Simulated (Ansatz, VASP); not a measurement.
**Li5GaSb2 in VASP and in Ansatz**

INCAR

```
SYSTEM = Li5GaSb2
PREC = Accurate
ENCUT = 600
EDIFF = 1E-6
ISMEAR = 0
SIGMA = 0.1
LREAL = .False.
LASPH = .True.
NELM = 80
ALGO = Fast
ISIF = 3
LWAVE = .False.
LCHARG = .False.
GGA = PE
IBRION = 2
NSW = 100
EDIFFG = -0.01
```

Contents of KPOINTS:

```
Automatic mesh
0
Gamma
  6 6 6
  0 0 0
```

The input POSCAR:

```
Li5GaSb2
1.0
    0.0000000000      5.4965416617      5.4965416617
    5.4965416617      0.0000000000      5.4965416617
    5.4965416617      5.4965416617      0.0000000000
Li Ga Sb
5 1 2
Direct
    0.1262996065      0.6211011804      0.1262996065
    0.1262996065      0.1262996065      0.1262996065
    0.6211011804      0.1262996065      0.1262996065
    0.1262996065      0.1262996065      0.6211011804
    0.7500000000      0.7500000000      0.7500000000
    0.2500000000      0.2500000000      0.2500000000
    0.5000000000      0.5000000000      0.5000000000
    0.0000000000      0.0000000000      0.0000000000
```

Input for Ansatz:

```yaml
crystal:
  lattice:
    - [0.0, 5.4965416617, 5.4965416617]
    - [5.4965416617, 0.0, 5.4965416617]
    - [5.4965416617, 5.4965416617, 0.0]
  atoms:
    - { symbol: Li, position: [0.1262996065, 0.6211011804, 0.1262996065] }
    - { symbol: Li, position: [0.1262996065, 0.1262996065, 0.1262996065] }
    - { symbol: Li, position: [0.6211011804, 0.1262996065, 0.1262996065] }
    - { symbol: Li, position: [0.1262996065, 0.1262996065, 0.6211011804] }
    - { symbol: Li, position: [0.75, 0.75, 0.75] }
    - { symbol: Ga, position: [0.25, 0.25, 0.25] }
    - { symbol: Sb, position: [0.5, 0.5, 0.5] }
    - { symbol: Sb, position: [0.0, 0.0, 0.0] }
basis:
  ecutwfc: 420
kpoints:
  mp_grid: { grid: [6, 6, 6] }
hamiltonian:
  xc: pbe
scf:
  occupations: { method: gaussian, width: 0.1 }
output:
  forces: true
  stress: true
  eigenvalues: true
relax:
  adjacent_minimum: "off"
  f_tol: 0.01
  max_steps: 80
  cell: { stress_tol: 0.05 }
```

Alike in both runs: task relaxation of cell and atoms; functional PBE; k mesh 6 × 6 × 6; occupations gaussian, width 0.1 eV; no spin polarisation.

```csv
,VASP,Ansatz
version,VASP 6.6.1,Ansatz 0.2.0
potentials or method,"VASP PAW PBE potentials, release 64 (Li_sv, Ga_d, Sb), cutoff 600 eV","scalar-relativistic, plane waves, PAW"
valence electrons in the cell,38,58
```

```csv
,VASP,Ansatz,Ansatz less VASP
"gap on the k mesh at the Fermi level, each at its own relaxed structure (eV)",none,none,-
relaxed volume (Å³/atom),42.28,42.32,+0.036
relaxed length of the cell vector where the two differ most in proportion (Å),7.821,7.823,+0.0022
```

A gap of «none» marks a metal or a gap that the smearing closes. VASP's potentials hold 38 valence electrons a cell and Ansatz's 58, so a difference there can come from the potentials and not from the codes.

Spin-orbit coupling is off throughout. Noted on VASP's run: the cutoff is under 1.25 times that of the potentials, so the pressure is a little rough.
